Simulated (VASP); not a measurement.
# CoRu3 (P-6m2) in VASP: notebook

CoRu3 is run at these levels: PBE; tasks: single point, relaxation of cell and atoms.

All numbers are computed with VASP 6.6.1; they aren't measurements. Logs are shortened: lines on timing, memory, paths and dates and some standing lists are left out, and cuts for length are marked.

## (1) The cell of the first run

It takes space group P-6m2 (No. 187, hexagonal). The conventional cell has a = 2.601 Å, b = 2.601 Å, c = 8.631 Å, α = 90.00°, β = 90.00°, γ = 120.00°. Within 3.4 Å of Co (site symmetry -6m2) lie 6 Co at 2.60 Å and 6 Ru at 2.63 Å. Ru (site symmetry 3m) has 9 Ru at 2.60 to 2.63 Å and 3 Co at 2.63 Å within 3.4 Å. Ru (site symmetry -6m2) has 12 Ru at 2.60 to 2.63 Å within 3.4 Å.

## (2) Single point, PBE, collinear spin, ferromagnetic start

Contents of INCAR:

```
PREC = Accurate
ENCUT = 520
EDIFF = 1E-6
ISMEAR = 0
SIGMA = 0.1
LREAL = F
LASPH = T
NELM = 150
ALGO = Fast
ISIF = 2
LWAVE = F
LCHARG = T
ISPIN = 2
MAGMOM = 3 0 0 0
LORBIT = 11
LMAXMIX = 4
GGA = PE
LELF = T
LVHAR = T
NBANDS = 38
```

Contents of KPOINTS:

```
Automatic mesh
0
Gamma
  6 6 2
```

Contents of POSCAR:

```
CoRu3
1.0
    2.6011298700      0.0000000000      0.0000000000
   -1.3005649300      2.2526445400      0.0000000000
    0.0000000000      0.0000000000      8.6312875100
Co Ru
1 3
Direct
    0.6666666700      0.3333333300      0.5000000000
    0.3333333300      0.6666666700      0.7500000000
    0.3333333300      0.6666666700      0.2500000000
    0.6666666700      0.3333333300      0.0000000000
```

Potentials or basis: VASP PAW PBE potentials, release 64 (Co, Ru_pv).

Run with:

```sh
> cat potpaw_PBE.64/Co/POTCAR potpaw_PBE.64/Ru_pv/POTCAR > POTCAR
> mpirun -np 1 vasp_std > vasp.out
```

OUTCAR:

```text
PREC = Accurate
   ENCUT = 520
   EDIFF = 1E-6
   ISMEAR = 0
   LREAL = F
   LASPH = T
   NELM = 150
   ISIF = 2
   ISPIN = 2
   LORBIT = 11
   GGA = PE

 ion  position               nearest neighbor table
   1  0.667  0.333  0.500-   2 2.63   3 2.63   2 2.63   3 2.63   2 2.63   3 2.63
   2  0.333  0.667  0.750-   1 2.63   4 2.63   1 2.63   4 2.63   1 2.63   4 2.63
   3  0.333  0.667  0.250-   1 2.63   4 2.63   1 2.63   4 2.63   1 2.63   4 2.63
   4  0.667  0.333  0.000-   2 2.63   3 2.63   2 2.63   3 2.63   2 2.63   3 2.63

  LATTYP: Found a hexagonal cell.
 ALAT       =     2.6011298700
 C/A-ratio  =     3.3182839540

  Lattice vectors:

 A1 = (   2.6011298700,   0.0000000000,   0.0000000000)
 A2 = (  -1.3005649300,   2.2526445400,   0.0000000000)
 A3 = (   0.0000000000,   0.0000000000,   8.6312875100)

Analysis of symmetry for initial positions (statically):
=====================================================================
 Subroutine PRICEL returns:
 Original cell was already a primitive cell.

 Routine SETGRP: Setting up the symmetry group for a
 hexagonal supercell.

 Subroutine GETGRP returns: Found 12 space group operations
 (whereof 12 operations were pure point group operations)
 out of a pool of 24 trial point group operations.

The static configuration has the point symmetry D_3h.

Analysis of symmetry for dynamics (positions and initial velocities):
=====================================================================
 Subroutine PRICEL returns:
 Original cell was already a primitive cell.

 Routine SETGRP: Setting up the symmetry group for a
 hexagonal supercell.

 Subroutine GETGRP returns: Found 12 space group operations
 (whereof 12 operations were pure point group operations)
 out of a pool of 24 trial point group operations.

The dynamic configuration has the point symmetry D_3h.

Analysis of structural, dynamic, and magnetic symmetry:
=====================================================================
 Subroutine PRICEL returns:
 Original cell was already a primitive cell.

 Routine SETGRP: Setting up the symmetry group for a
 hexagonal supercell.

 Subroutine GETGRP returns: Found 12 space group operations
 (whereof 12 operations were pure point group operations)
 out of a pool of 24 trial point group operations.

The overall configuration has the point symmetry D_3h.

 Subroutine INISYM returns: Found 12 space group operations
 (whereof 12 operations are pure point group operations),
 and found     1 'primitive' translations

----------------------------------------------------------------------------------------

                                     Primitive cell

  volume of cell :      50.5743

  direct lattice vectors                    reciprocal lattice vectors
     2.601129870  0.000000000  0.000000000     0.384448317  0.221961339  0.000000000
    -1.300564930  2.252644540  0.000000000     0.000000000  0.443922679  0.000000000
     0.000000000  0.000000000  8.631287510     0.000000000  0.000000000  0.115857570

  length of vectors
     2.601129870  2.601129862  8.631287510     0.443922678  0.443922679  0.115857570

  position of ions in fractional coordinates (direct lattice)
     0.666666670  0.333333330  0.500000000
     0.333333330  0.666666670  0.750000000
     0.333333330  0.666666670  0.250000000
     0.666666670  0.333333330  0.000000000

  ion indices of the primitive-cell ions
   primitive index   ion index
                 1           1
                 2           2
                 3           3
                 4           4

----------------------------------------------------------------------------------------

 KPOINTS: Automatic mesh

Automatic generation of k-mesh.
 Grid dimensions read from file:
 generate k-points for:    6    6    2

 Generating k-lattice:

  Cartesian coordinates                     Fractional coordinates (reciprocal lattice)
     0.064074719  0.036993556  0.000000000     0.166666667  0.000000000  0.000000000
     0.000000000  0.073987113  0.000000000     0.000000000  0.166666667  0.000000000
     0.000000000  0.000000000  0.057928785     0.000000000  0.000000000  0.500000000

  Length of vectors
     0.073987113  0.073987113  0.057928785

  Shift w.r.t. Gamma in fractional coordinates (k-lattice)
     0.000000000  0.000000000  0.000000000

 Subroutine IBZKPT returns following result:
 ===========================================

 Found     14 irreducible k-points:

 Following reciprocal coordinates:
            Coordinates               Weight
  0.000000  0.000000  0.000000      1.000000
  0.166667  0.000000  0.000000      6.000000
  0.333333 -0.000000  0.000000      6.000000
  0.500000 -0.000000  0.000000      3.000000
  0.166667  0.166667  0.000000      6.000000
  0.333333  0.166667  0.000000     12.000000
  0.333333  0.333333  0.000000      2.000000
  0.000000  0.000000  0.500000      1.000000
  0.166667  0.000000  0.500000      6.000000
[... 68 lines left out ...]
  ---------------------------------------------------
  ext. energy  EPLUGINS =         0.00000000
  ---------------------------------------------------
  free energy    TOTEN  =       -33.95394904 eV

  energy without entropy =      -33.92702454  energy(sigma->0) =      -33.94048679

 E-fermi :  12.7693     XC(G=0): -14.0760

 val. band max:       12.6963551652   @ k =   0.3333   0.1667   0.5000
 cond. band min:      12.7990584209   @ k =   0.3333  -0.0000   0.5000
 fundamental gap:      0.1027032557
 Fermi energy:        12.7693157224

 spin component 1

 k-point     1 :       0.0000    0.0000    0.0000
  band No.  band energies     occupation
      1     -31.0251      1.00000
      2     -30.5160      1.00000
      3     -30.0979      1.00000
      4     -30.0532      1.00000
      5     -30.0532      1.00000
      6     -29.9764      1.00000
[... 29 lines left out ...]
     36      22.9650      0.00000
     37      26.9795      0.00000

 k-point     2 :       0.1667    0.0000    0.0000
  band No.  band energies     occupation
      1     -30.9461      1.00000
      2     -30.5429      1.00000
      3     -30.2903      1.00000
      4     -30.2813      1.00000
      5     -30.1837      1.00000
      6     -30.1305      1.00000
[... 29 lines left out ...]
     36      22.9645      0.00000
     37      22.9651      0.00000
[... 438 lines left out ...]
     36      24.6379      0.00000
     37      25.7033      0.00000

 k-point    14 :       0.3333    0.3333    0.5000
  band No.  band energies     occupation
      1     -30.8882      1.00000
      2     -30.8806      1.00000
      3     -30.8793      1.00000
      4     -30.7317      1.00000
      5     -30.7262      1.00000
      6     -30.6100      1.00000
[... 29 lines left out ...]
     36      24.5866      0.00000
     37      25.3662      0.00000
 Fermi energy:        12.7693157224

 spin component 2

 k-point     1 :       0.0000    0.0000    0.0000
  band No.  band energies     occupation
      1     -31.0248      1.00000
      2     -30.5158      1.00000
      3     -30.0976      1.00000
      4     -30.0529      1.00000
      5     -30.0529      1.00000
      6     -29.9762      1.00000
[... 29 lines left out ...]
     36      22.9653      0.00000
     37      26.9917      0.00000

 k-point     2 :       0.1667    0.0000    0.0000
  band No.  band energies     occupation
      1     -30.9458      1.00000
      2     -30.5426      1.00000
      3     -30.2901      1.00000
      4     -30.2811      1.00000
      5     -30.1834      1.00000
      6     -30.1302      1.00000
[... 29 lines left out ...]
     36      22.9648      0.00000
     37      22.9654      0.00000
[... 438 lines left out ...]
     36      24.6363      0.00000
     37      25.6935      0.00000

 k-point    14 :       0.3333    0.3333    0.5000
  band No.  band energies     occupation
      1     -30.8878      1.00000
      2     -30.8804      1.00000
      3     -30.8790      1.00000
      4     -30.7315      1.00000
      5     -30.7260      1.00000
      6     -30.6097      1.00000
[... 29 lines left out ...]
     36      24.5857      0.00000
     37      25.3100      0.00000
 [bands above 37 left out]

------------------------ aborting loop because EDIFF is reached ----------------------------------------

  FORCE on cell =-STRESS in cart. coord.  units (eV):
  Direction    XX          YY          ZZ          XY          YZ          ZX
  --------------------------------------------------------------------------------------
  -------------------------------------------------------------------------------------
  Total        7.3636314      7.3636313     -2.3123967      0.0000000      0.0000000      0.0000000
  in kB      233.2772222    233.2772209    -73.2559049      0.0000005      0.0000000      0.0000000
  external PRESSURE =     131.0995127 kB  Pullay stress =       0.0000000 kB

 VOLUME and BASIS-vectors are now :
 -----------------------------------------------------------------------------
  energy-cutoff  :      520.00
  volume of cell :       50.57
      direct lattice vectors                 reciprocal lattice vectors
     2.601129870  0.000000000  0.000000000     0.384448317  0.221961339  0.000000000
    -1.300564930  2.252644540  0.000000000     0.000000000  0.443922679  0.000000000
     0.000000000  0.000000000  8.631287510     0.000000000  0.000000000  0.115857570

 POSITION                                       TOTAL-FORCE (eV/Angst)
 -----------------------------------------------------------------------------------
      1.30056      0.75088      4.31564         0.000000      0.000000      0.000000
     -0.00000      1.50176      6.47347        -0.000000      0.000000     -0.566606
     -0.00000      1.50176      2.15782         0.000000      0.000000      0.566606
      1.30056      0.75088      0.00000         0.000000     -0.000000      0.000000
 -----------------------------------------------------------------------------------
    total drift:                                0.000011     -0.000007      0.000000

  FREE ENERGIE OF THE ION-ELECTRON SYSTEM (eV)
  ---------------------------------------------------
  free  energy   TOTEN  =       -33.9539490418 eV

  energy  without entropy=      -33.9270245371  energy(sigma->0) =      -33.94048679

 total charge

# of ion       s       p       d       tot
------------------------------------------
    1        0.448   0.463   7.276   8.187
    2        0.427   6.332   5.990  12.748
    3        0.427   6.332   5.990  12.748
    4        0.435   6.358   6.034  12.827
--------------------------------------------------
tot          1.736  19.484  25.290  46.511

 magnetization (x)

# of ion       s       p       d       tot
------------------------------------------
    1       -0.000  -0.000  -0.001  -0.001
    2        0.000  -0.000  -0.000  -0.000
    3        0.000  -0.000  -0.000  -0.000
    4        0.000   0.000   0.000   0.000
--------------------------------------------------
tot          0.000  -0.000  -0.001  -0.001
```

Wall time 3.5 min (1 thread of AMD EPYC 7R13, shared host); peak memory 0.18 GiB.

Results:

```yaml
Free_energy: -33.9539 eV
Pressure: 13.1 GPa
Largest_force: 0.567 eV/Å
Net_moment: 0.00 μB per cell
Valence_electrons_inside_the_program's_atomic_spheres: Co 8.19; Ru 12.75, 12.83 (each value once)
```

Forces in eV/Å, atoms in the order of the input:
```
Co   0.000  0.000  0.000
Ru   0.000  0.000 -0.567
Ru   0.000  0.000  0.567
Ru   0.000  0.000  0.000
```

Caveat: the k points lie up to 0.46 Å⁻¹ apart.

## (3) Single point, PBE, collinear spin, ferromagnetic start

This run uses another cell than the first one, of 13.20 Å³/atom.

INCAR: that of step 2 with these lines changed.

```diff
@@ -11,3 +11,3 @@
 LWAVE = F
-LCHARG = T
+LCHARG = F
 ISPIN = 2
@@ -17,4 +17,2 @@
 GGA = PE
-LELF = T
-LVHAR = T
 NBANDS = 38
```

Contents of KPOINTS:

```
regular mesh
0
Gamma
  6 6 2
```

Contents of POSCAR:

```
CoRu3
1.0
    2.6949128019     -0.0000000030      0.0000000000
   -1.3474563983      2.3338629489      0.0000000000
    0.0000000000      0.0000000000      8.3951231972
Co Ru
1 3
Direct
    0.6666666667      0.3333333333      0.5000000000
    0.3333333333      0.6666666667      0.7456968026
    0.3333333333      0.6666666667      0.2543031974
    0.6666666667      0.3333333333      0.0000000000
```

Potentials or basis: VASP PAW PBE potentials, release 64 (Co, Ru_pv).

Run with:

```sh
> cat potpaw_PBE.64/Co/POTCAR potpaw_PBE.64/Ru_pv/POTCAR > POTCAR
> mpirun -np 1 vasp_std > vasp.out
```

Wall time 89 s (1 thread of AMD EPYC 7R13, shared host); peak memory 0.17 GiB.

Results (log left out):

| Property | Result |
| --- | --- |
| Free energy | -34.3869 eV |
| Pressure | 0.0 GPa |
| Largest force | 0.005 eV/Å |
| Net moment | 1.63 μB per cell |
| Site moments | Co +1.57; Ru +0.06, -0.03 (each value once) μB |
| Valence electrons inside the program's atomic spheres | Co 8.15; Ru 12.65, 12.69 (each value once) |

Forces on the atoms (eV/Å):
```
Co   0.000  0.000  0.000
Ru   0.000  0.000 -0.005
Ru   0.000  0.000  0.005
Ru   0.000  0.000  0.000
```

Stress tensor (GPa, compression positive):
```
 0.06  0.00  0.00
 0.00  0.06  0.00
 0.00  0.00 -0.21
```

Levels at points of the mesh, in eV from the Fermi level:
Spin up:
| k point | band 24 | band 25 | band 26 | band 27 | band 28 | band 29 |
| --- | --- | --- | --- | --- | --- | --- |
| (0.00, 0.00, 0.00) | -2.15 | -1.92 | -1.92 | -0.50 | -0.50 | 0.32 |
| (0.50, 0.00, 0.00) | -0.60 | 0.20 | 1.20 | 1.37 | 1.58 | 1.67 |
| (0.00, 0.00, 0.50) | -1.55 | -1.55 | -0.93 | -0.83 | -0.83 | -0.80 |
| (0.50, 0.00, 0.50) | -0.20 | 0.19 | 0.75 | 1.39 | 1.39 | 1.58 |
Spin down:
```csv
k point,band 21,band 22,band 23,band 24,band 25,band 26,band 27,band 28
"(0.00, 0.00, 0.00)",-2.32,-1.29,-1.29,-1.25,-1.10,-1.10,0.21,0.21
"(0.50, 0.00, 0.00)",-1.05,-0.85,0.10,0.36,0.62,1.38,1.49,1.63
"(0.00, 0.00, 0.50)",-1.55,-1.32,-1.32,-0.83,-0.62,-0.57,-0.57,-0.55
"(0.50, 0.00, 0.50)",-0.99,0.32,0.45,0.51,0.55,0.85,1.42,1.63
```

Caveat: the k points lie up to 0.45 Å⁻¹ apart.

## (4) Relaxation of cell and atoms, PBE, collinear spin, ferromagnetic start

Contents of INCAR:

```
PREC = Accurate
ENCUT = 600
EDIFF = 1E-7
ISMEAR = 0
SIGMA = 0.1
LREAL = F
LASPH = T
NELM = 150
ALGO = Normal
ISIF = 3
LWAVE = F
LCHARG = F
ISPIN = 2
MAGMOM = 3 0 0 0
LORBIT = 11
LMAXMIX = 4
GGA = PE
IBRION = 2
NSW = 90
EDIFFG = -0.04
```

Contents of KPOINTS:

```
Automatic mesh
0
Gamma
  6 6 2
```

Contents of POSCAR:

```
CoRu3
1.0
    2.6011298700      0.0000000000      0.0000000000
   -1.3005649300      2.2526445400      0.0000000000
    0.0000000000      0.0000000000      8.6312875100
Co Ru
1 3
Direct
    0.6666666700      0.3333333300      0.5000000000
    0.3333333300      0.6666666700      0.7500000000
    0.3333333300      0.6666666700      0.2500000000
    0.6666666700      0.3333333300      0.0000000000
```

Run with:

```sh
> cat potpaw_PBE.64/Co/POTCAR potpaw_PBE.64/Ru_pv/POTCAR > POTCAR
> mpirun -np 1 vasp_std > vasp.out
```

Wall time 13 min (1 thread of AMD EPYC 7R13, shared host); peak memory 0.23 GiB.

Results (log left out):

```
Free energy                                           : -34.2534 eV
Relaxed volume                                        : 13.08 Å³/atom
Relaxed cell                                          : a = 2.692 Å, b = 2.692 Å, c = 8.332 Å, α = 90.00°, β = 90.00°, γ = 120.00°
Space group after relaxing (to 0.1 Å)                 : P-6m2 (No. 187)
Energy gained by relaxing                             : 74.9 meV/atom
Ionic steps                                           : 8
Pressure after relaxing                               : -0.1 GPa
Largest force after relaxing                          : 0.004 eV/Å
Net moment                                            : 0.00 μB per cell
Valence electrons inside the program's atomic spheres : Co 8.21; Ru 12.66, 12.70 (each value once)
```

Forces in eV/Å, atoms in the order of the input:
```
Co   0.000  0.000  0.000
Ru   0.000  0.000 -0.004
Ru   0.000  0.000  0.004
Ru   0.000  0.000  0.000
```

Stress tensor (GPa, compression positive):
```
-0.32  0.00  0.00
 0.00 -0.32  0.00
 0.00  0.00  0.19
```

Step by step:
| step | energy change (eV) | largest force (eV/Å) | pressure (GPa) | volume (Å³) |
| --- | --- | --- | --- | --- |
| 1 | 0.0000 | 0.5676 | 13.05 | 50.57 |
| 2 | 0.2510 | 0.0888 | -23.09 | 58.25 |
| 3 | -0.2420 | 0.3331 | -5.45 | 53.54 |
| 4 | -0.2425 | 0.3395 | -5.13 | 53.43 |
| 5 | -0.2570 | 0.5248 | 5.47 | 51.52 |
| 6 | -0.2863 | 0.4471 | 0.32 | 52.37 |
| 7 | -0.2977 | 0.1665 | -0.04 | 52.33 |
| 8 | -0.2996 | 0.0040 | -0.15 | 52.31 |

Final structure:
```
Co Ru
1.0
     2.69247    0.00000    0.00000
    -1.34623    2.33174    0.00000
     0.00000    0.00000    8.33208
Co Ru
1 3
Direct
  0.66667 0.33333 0.50000
  0.33333 0.66667 0.74407
  0.33333 0.66667 0.25593
  0.66667 0.33333 0.00000
```

Levels at points of the mesh, in eV from the Fermi level:
Spin up:
```
           k point  band 22  band 23  band 24  band 25  band 26  band 27  band 28  band 29
(0.00, 0.00, 0.00)    -1.77    -1.55    -1.55    -1.50    -1.50    -0.08    -0.08     0.44
(0.50, 0.00, 0.00)    -1.17    -0.17     0.01     0.29     1.39     1.39     1.58     1.68
(0.00, 0.00, 0.50)    -1.71    -1.71    -0.94    -0.94    -0.77    -0.70    -0.70    -0.65
(0.50, 0.00, 0.50)    -0.04     0.15     0.17     0.44     0.78     1.42     1.57     1.68
```
Spin down:
```csv
k point,band 21,band 22,band 23,band 24,band 25,band 26,band 27,band 28,band 29,band 30
"(0.00, 0.00, 0.00)",-2.42,-1.77,-1.55,-1.55,-1.50,-1.50,-0.08,-0.08,0.44,0.44
"(0.50, 0.00, 0.00)",-1.20,-1.17,-0.17,0.01,0.29,1.39,1.39,1.58,1.68,2.22
"(0.00, 0.00, 0.50)",-1.93,-1.71,-1.71,-0.94,-0.94,-0.77,-0.70,-0.70,-0.65,0.59
"(0.50, 0.00, 0.50)",-1.39,-0.04,0.15,0.17,0.44,0.78,1.42,1.57,1.68,1.72
```

Caveat: the k points lie up to 0.45 Å⁻¹ apart in the final cell.
